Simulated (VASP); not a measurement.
# CuO (Cc) in VASP: single point with LDA+U

Aim: the single point of CuO with LDA+U.

Everything below comes from runs of VASP 6.6.1. Logs are shortened: lines on timing, memory, paths and dates and some standing lists are left out, and cuts for length are marked.

### Step 1. The cell of the first run

The structure is monoclinic, space group Cc (No. 9). Conventional cell: a = 4.689 Å, b = 3.427 Å, c = 5.132 Å, α = 90.00°, β = 99.65°, γ = 90.00°. Cu (site symmetry 1) has 4 O at 1.91 to 2.02 Å within 2.5 Å. Within 2.5 Å of O (site symmetry 1) lie 4 Cu at 1.91 to 2.02 Å.

### Step 2. Single point, LDA+U, collinear spin

INCAR reads:

```
PREC     = Accurate       # precision mode
ENCUT    = 700            # plane-wave cutoff, eV
EDIFF    = 1E-6           # SCF threshold, eV
ISMEAR   = 0              # smearing method
SIGMA    = 0.05           # smearing width, eV
LREAL    = False          # projectors in reciprocal space
LASPH    = True           # aspherical terms in the spheres
NELM     = 200            # most SCF steps
ALGO     = Normal         # electronic algorithm
ISIF     = 2              # what is computed and relaxed
LWAVE    = False          # write WAVECAR
LCHARG   = False          # write CHGCAR
ISPIN    = 2              # spin polarisation
MAGMOM   = -0.07 -0.07 -0.04 -0.04 # initial moments
LORBIT   = 11             # projections on sites
LMAXMIX  = 4              # l up to which the mixer works
LDAU     = True           # DFT+U
LDAUTYPE = 1            
LDAUL    = 2 -1           # shell
LDAUU    = 3 0            # U, eV
LDAUJ    = 0.9 0        
LDAUPRINT= 1            
NBANDS   = 37             # bands
GGA_COMPAT= False
```

KPOINTS reads:

```
regular mesh
0
Gamma
  7 7 4
```

POSCAR reads:

```
CuO
1.0
    2.3446497600     -1.7133998200      0.0000000000
    2.3446497600      1.7133998200      0.0000000000
   -0.8605499100      0.0000000000      5.0594394800
Cu O
2 2
Direct
    0.0032000000      0.4968000000      0.0000000000
    0.4968000000      0.0032000000      0.5000000000
    0.5714000000      0.4056000000      0.2537000000
    0.4056000000      0.5714000000      0.7537000000
```

Potentials or basis: VASP PAW LDA potentials, release 64 (Cu_sv_GW, O).

Command:

```bash
$ cat potpaw_LDA.64/Cu_sv_GW/POTCAR potpaw_LDA.64/O/POTCAR > POTCAR
$ mpirun -np 1 vasp_std > vasp.out
```

OUTCAR:

```text
PREC = Accurate
   ENCUT = 700
   EDIFF = 1E-6
   ISMEAR = 0
   LREAL = False
   LASPH = True
   NELM = 200
   ISIF = 2
   ISPIN = 2
   LORBIT = 11

 ion  position               nearest neighbor table
   1  0.003  0.497  0.000-   4 1.91   3 1.93   4 1.98   3 2.02
   2  0.497  0.003  0.500-   3 1.91   4 1.93   3 1.98   4 2.02
   3  0.571  0.406  0.254-   2 1.91   1 1.93   2 1.98   1 2.02
   4  0.406  0.571  0.754-   1 1.91   2 1.93   1 1.98   2 2.02

  LATTYP: Found a base centered monoclinic cell.
 ALAT       =     4.6892995200
 B/A-ratio  =     0.7307700490
 C/A-ratio  =     1.0944283419
 COS(beta)  =    -0.1676798045

  Lattice vectors:

 A1 = (   2.3446497600,  -1.7133998200,   0.0000000000)
 A2 = (   2.3446497600,   1.7133998200,   0.0000000000)
 A3 = (  -0.8605499100,   0.0000000000,   5.0594394800)

Analysis of symmetry for initial positions (statically):
=====================================================================
 Subroutine PRICEL returns:
 Original cell was already a primitive cell.

 Routine SETGRP: Setting up the symmetry group for a
 base centered monoclinic supercell.

 Subroutine GETGRP returns: Found  2 space group operations
 (whereof  1 operations were pure point group operations)
 out of a pool of  4 trial point group operations.

The static configuration has the point symmetry C_1 .
 The point group associated with its full space group is C_1h.

Analysis of symmetry for dynamics (positions and initial velocities):
=====================================================================
 Subroutine PRICEL returns:
 Original cell was already a primitive cell.

 Routine SETGRP: Setting up the symmetry group for a
 base centered monoclinic supercell.

 Subroutine GETGRP returns: Found  2 space group operations
 (whereof  1 operations were pure point group operations)
 out of a pool of  4 trial point group operations.

The dynamic configuration has the point symmetry C_1 .
 The point group associated with its full space group is C_1h.

Analysis of structural, dynamic, and magnetic symmetry:
=====================================================================
 Subroutine PRICEL returns:
 Original cell was already a primitive cell.

 Routine SETGRP: Setting up the symmetry group for a
 base centered monoclinic supercell.

 Subroutine GETGRP returns: Found  2 space group operations
 (whereof  1 operations were pure point group operations)
 out of a pool of  4 trial point group operations.

The overall configuration has the point symmetry C_1 .
 The point group associated with its full space group is C_1h.

 Subroutine INISYM returns: Found  2 space group operations
 (whereof  1 operations are pure point group operations),
 and found     1 'primitive' translations

----------------------------------------------------------------------------------------

                                     Primitive cell

  volume of cell :      40.6508

[... 148 lines left out ...]

  0.9178 -0.0118  0.0133  0.0021 -0.0005
 -0.0118  0.8853 -0.0004  0.0644 -0.0215
  0.0133 -0.0004  0.9398  0.0006 -0.0021
  0.0021  0.0644  0.0006  0.8519  0.0279
 -0.0005 -0.0215 -0.0021  0.0279  0.9249

 occupancies and eigenvectors

  o =  0.7051  v =  0.0907  0.5766 -0.0246 -0.7777  0.2323  0.0000  0.0000  0.0000  0.0000  0.0000      0.0000  0.0000  0.0000  0.0000  0.0000  0.0000  0.0000  0.0000  0.0000  0.0000
  o =  0.7921  v =  0.0000  0.0000  0.0000  0.0000  0.0000  0.0687  0.5928  0.0023 -0.7603  0.2564      0.0000  0.0000  0.0000  0.0000  0.0000  0.0000  0.0000  0.0000  0.0000  0.0000
  o =  0.9064  v =  0.8668  0.1830 -0.3911  0.2082 -0.1373  0.0000  0.0000  0.0000  0.0000  0.0000      0.0000  0.0000  0.0000  0.0000  0.0000  0.0000  0.0000  0.0000  0.0000  0.0000
  o =  0.9096  v =  0.0000  0.0000  0.0000  0.0000  0.0000 -0.8708 -0.1972  0.3919 -0.1962  0.1040      0.0000  0.0000  0.0000  0.0000  0.0000  0.0000  0.0000  0.0000  0.0000  0.0000
  o =  0.9318  v =  0.0508  0.3096  0.2262  0.4660  0.7958  0.0000  0.0000  0.0000  0.0000  0.0000      0.0000  0.0000  0.0000  0.0000  0.0000  0.0000  0.0000  0.0000  0.0000  0.0000
  o =  0.9340  v = -0.1673  0.6926  0.3144  0.3235 -0.5375  0.0000  0.0000  0.0000  0.0000  0.0000      0.0000  0.0000  0.0000  0.0000  0.0000  0.0000  0.0000  0.0000  0.0000  0.0000
  o =  0.9341  v =  0.0000  0.0000  0.0000  0.0000  0.0000 -0.0525 -0.1444 -0.1633 -0.4151 -0.8817      0.0000  0.0000  0.0000  0.0000  0.0000  0.0000  0.0000  0.0000  0.0000  0.0000
  o =  0.9365  v =  0.0000  0.0000  0.0000  0.0000  0.0000  0.1453 -0.7262 -0.3564 -0.4269  0.3772      0.0000  0.0000  0.0000  0.0000  0.0000  0.0000  0.0000  0.0000  0.0000  0.0000
  o =  0.9461  v =  0.4581 -0.2420  0.8345 -0.1735 -0.0707  0.0000  0.0000  0.0000  0.0000  0.0000      0.0000  0.0000  0.0000  0.0000  0.0000  0.0000  0.0000  0.0000  0.0000  0.0000
  o =  0.9474  v =  0.0000  0.0000  0.0000  0.0000  0.0000 -0.4617  0.2480 -0.8323  0.1697  0.0611      0.0000  0.0000  0.0000  0.0000  0.0000  0.0000  0.0000  0.0000  0.0000  0.0000

atom =   2  type =  1  l = 2

 onsite density matrix

spin component  1

  0.9139 -0.0177 -0.0145 -0.0102  0.0020
 -0.0177  0.8575 -0.0026 -0.1018  0.0303
 -0.0145 -0.0026  0.9379 -0.0041 -0.0013
 -0.0102 -0.1018 -0.0041  0.7943  0.0415
  0.0020  0.0303 -0.0013  0.0415  0.9198

spin component  2

  0.9178 -0.0118 -0.0133 -0.0021  0.0005
 -0.0118  0.8853  0.0004 -0.0644  0.0215
 -0.0133  0.0004  0.9398  0.0006 -0.0021
 -0.0021 -0.0644  0.0006  0.8519  0.0279
  0.0005  0.0215 -0.0021  0.0279  0.9249

 occupancies and eigenvectors

  o =  0.7051  v = -0.0907 -0.5766 -0.0246 -0.7777  0.2323  0.0000  0.0000  0.0000  0.0000  0.0000      0.0000  0.0000  0.0000  0.0000  0.0000  0.0000  0.0000  0.0000  0.0000  0.0000
  o =  0.7921  v =  0.0000  0.0000  0.0000  0.0000  0.0000 -0.0687 -0.5928  0.0023 -0.7603  0.2564      0.0000  0.0000  0.0000  0.0000  0.0000  0.0000  0.0000  0.0000  0.0000  0.0000
  o =  0.9064  v = -0.8668 -0.1830 -0.3911  0.2082 -0.1373  0.0000  0.0000  0.0000  0.0000  0.0000      0.0000  0.0000  0.0000  0.0000  0.0000  0.0000  0.0000  0.0000  0.0000  0.0000
  o =  0.9096  v =  0.0000  0.0000  0.0000  0.0000  0.0000  0.8708  0.1972  0.3919 -0.1962  0.1040      0.0000  0.0000  0.0000  0.0000  0.0000  0.0000  0.0000  0.0000  0.0000  0.0000
  o =  0.9318  v = -0.0508 -0.3096  0.2262  0.4660  0.7958  0.0000  0.0000  0.0000  0.0000  0.0000      0.0000  0.0000  0.0000  0.0000  0.0000  0.0000  0.0000  0.0000  0.0000  0.0000
  o =  0.9340  v =  0.1673 -0.6926  0.3144  0.3235 -0.5375  0.0000  0.0000  0.0000  0.0000  0.0000      0.0000  0.0000  0.0000  0.0000  0.0000  0.0000  0.0000  0.0000  0.0000  0.0000
  o =  0.9341  v =  0.0000  0.0000  0.0000  0.0000  0.0000  0.0525  0.1444 -0.1633 -0.4151 -0.8817      0.0000  0.0000  0.0000  0.0000  0.0000  0.0000  0.0000  0.0000  0.0000  0.0000
  o =  0.9365  v =  0.0000  0.0000  0.0000  0.0000  0.0000 -0.1453  0.7262 -0.3564 -0.4269  0.3772      0.0000  0.0000  0.0000  0.0000  0.0000  0.0000  0.0000  0.0000  0.0000  0.0000
  o =  0.9461  v = -0.4581  0.2420  0.8345 -0.1735 -0.0707  0.0000  0.0000  0.0000  0.0000  0.0000      0.0000  0.0000  0.0000  0.0000  0.0000  0.0000  0.0000  0.0000  0.0000  0.0000
  o =  0.9474  v =  0.0000  0.0000  0.0000  0.0000  0.0000  0.4617 -0.2480 -0.8323  0.1697  0.0611      0.0000  0.0000  0.0000  0.0000  0.0000  0.0000  0.0000  0.0000  0.0000  0.0000

 number of electron      49.9999991 magnetization      -0.2843246

 Free energy of the ion-electron system (eV)
  ---------------------------------------------------
  ext. energy  EPLUGINS =         0.00000000
  ---------------------------------------------------
  free energy    TOTEN  =       -21.45930198 eV

  energy without entropy =      -21.45762245  energy(sigma->0) =      -21.45846221

 E-fermi :   5.1038     XC(G=0): -12.8158

 val. band max:        5.0928618783   @ k =   0.4286   0.1429   0.2500
 cond. band min:       5.1172708253   @ k =   0.2857   0.1429   0.2500
 fundamental gap:      0.0244089470
 Fermi energy:         5.1038486156

 spin component 1

 k-point     1 :       0.0000    0.0000    0.0000
  band No.  band energies     occupation
      1    -105.7163      1.00000
      2    -105.7156      1.00000
      3     -63.8360      1.00000
      4     -63.8356      1.00000
      5     -63.8161      1.00000
      6     -63.8059      1.00000
[... 1913 lines left out ...]
     36      23.3975      0.00000
     37      25.4662      0.00000

 [... further k-points ...]

------------------------ aborting loop because EDIFF is reached ----------------------------------------

  FORCE on cell =-STRESS in cart. coord.  units (eV):
  Direction    XX          YY          ZZ          XY          YZ          ZX
  --------------------------------------------------------------------------------------
  -------------------------------------------------------------------------------------
  Total       -3.2087661     -2.1397407     -3.6244125      0.0000000      0.0000000     -0.0144970
  in kB     -126.4676785    -84.3339856   -142.8496237      0.0000000      0.0000000     -0.5713743
  external PRESSURE =    -117.8837626 kB  Pullay stress =       0.0000000 kB

 VOLUME and BASIS-vectors are now :
 -----------------------------------------------------------------------------
  energy-cutoff  :      700.00
  volume of cell :       40.65
      direct lattice vectors                 reciprocal lattice vectors
     2.344649760 -1.713399820  0.000000000     0.213251467 -0.291817470  0.036271514
     2.344649760  1.713399820  0.000000000     0.213251467  0.291817470  0.036271514
    -0.860549910  0.000000000  5.059439480     0.000000000  0.000000000  0.197650353

 POSITION                                       TOTAL-FORCE (eV/Angst)
 -----------------------------------------------------------------------------------
      1.17232      0.84573      0.00000        -0.576580      0.294544      0.221150
      0.74205     -0.84573      2.52972        -0.576580     -0.294544      0.221150
      2.07240     -0.28408      1.28358         0.576580      0.470019     -0.221150
      1.64213      0.28408      3.81330         0.576580     -0.470019     -0.221150
 -----------------------------------------------------------------------------------
    total drift:                               -0.000112      0.000000      0.002140

  FREE ENERGIE OF THE ION-ELECTRON SYSTEM (eV)
  ---------------------------------------------------
  free  energy   TOTEN  =       -21.4593019764 eV

  energy  without entropy=      -21.4576224507  energy(sigma->0) =      -21.45846221

 total charge

# of ion       s       p       d       f       tot
--------------------------------------------------
    1        2.239   6.373   8.916   0.012  17.541
    2        2.239   6.373   8.916   0.012  17.541
    3        1.560   3.358   0.000   0.000   4.918
    4        1.560   3.358   0.000   0.000   4.918
--------------------------------------------------
tot          7.599  19.462  17.832   0.024  44.918

 magnetization (x)

# of ion       s       p       d       f       tot
--------------------------------------------------
    1        0.000  -0.001  -0.096  -0.000  -0.097
    2        0.000  -0.001  -0.096  -0.000  -0.097
    3       -0.003  -0.039   0.000   0.000  -0.042
    4       -0.003  -0.039   0.000   0.000  -0.042
--------------------------------------------------
tot         -0.005  -0.080  -0.192  -0.000  -0.277
```

Wall time 3.5 min (1 thread of Intel Xeon Platinum 8488C (Sapphire Rapids), shared host); peak memory 0.33 GiB.

What came out:

- Free energy: -21.4593 eV
- Pressure: -11.8 GPa
- Largest force: 0.776 eV/Å
- Net moment: -0.28 μB per cell
- Site moments: Cu -0.10; O -0.04 μB
- Valence electrons inside the program's atomic spheres: Cu 17.54; O 4.92

Forces on the atoms (eV/Å):
```
Cu  -0.577  0.295  0.221
Cu  -0.577 -0.295  0.221
O    0.577  0.470 -0.221
O    0.577 -0.470 -0.221
```

Levels at points of the mesh, in eV from the Fermi level:
Spin up:
| k point | band 23 | band 24 | band 25 | band 26 | band 27 | band 28 |
| --- | --- | --- | --- | --- | --- | --- |
| (0.00, 0.00, 0.00) | -2.27 | -1.92 | 0.35 | 1.04 | 1.83 | 6.12 |
| (0.00, 0.00, 0.50) | -1.52 | -1.52 | 0.39 | 0.39 | 4.03 | 4.03 |
Spin down:
```csv
k point,band 21,band 22,band 23,band 24,band 25,band 26,band 27,band 28,band 29,band 30
"(0.00, 0.00, 0.00)",-2.54,-2.51,-2.37,-1.97,0.10,0.79,1.78,6.10,8.14,13.33
"(0.00, 0.00, 0.50)",-2.52,-2.52,-1.59,-1.59,0.11,0.11,3.98,3.98,11.66,11.66
```

Eigenvalues of the final occupation matrices:
| site | spin | trace | eigenvalues |
| --- | --- | --- | --- |
| site 1 d | 1 | 4.42 | 0.71 0.91 0.93 0.93 0.95 |
| site 1 d | 2 | 4.52 | 0.79 0.91 0.93 0.94 0.95 |
| site 2 d | 1 | 4.42 | 0.71 0.91 0.93 0.93 0.95 |
| site 2 d | 2 | 4.52 | 0.79 0.91 0.93 0.94 0.95 |

Caveat: the cell stands under tension.
